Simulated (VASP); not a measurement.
PbS, 2 atoms in the cell. The structure is hexagonal, space group P-6m2 (No. 187). The conventional cell has a = 4.090 Å, b = 4.090 Å, c = 3.845 Å, α = 90.00°, β = 90.00°, γ = 120.00°. Pb (site symmetry -6m2) has 6 S at 3.04 Å and 2 Pb at 3.84 Å within 4.0 Å. Within 4.0 Å of S (site symmetry -6m2) lie 6 Pb at 3.04 Å and 2 S at 3.84 Å. 

```yaml
Program: VASP 6.6.1
Task: single point
Functional: PBEsol
Potentials_or_basis: VASP PAW PBE potentials, release 64 (Pb_d, S)
Cutoff: 500 eV
k_mesh: 6 × 6 × 6
Occupations: gaussian, width 0.02 eV
Spin: no spin polarisation
Dipole_correction: no
Further_INCAR_settings: ALGO = Normal; EDIFF = 1e-06; NBANDS = 17
```

Potentials or basis: VASP PAW PBE potentials, release 64 (Pb_d, S).

Run with:

```sh
$ cat potpaw_PBE.64/Pb_d/POTCAR potpaw_PBE.64/S/POTCAR > POTCAR
$ mpirun -np 1 vasp_std > vasp.out
```

Hardware: 1 thread of Intel(R) Xeon(R) Platinum 8488C (Sapphire Rapids) (shared host).

Task: How long does it take, and how much memory?

Result: Run time: 16 s on 1 thread of Intel(R) Xeon(R) Platinum 8488C (Sapphire Rapids), with other jobs on the host, peak memory 0.17 GiB. Counts: scf iterations 12, k points 28.
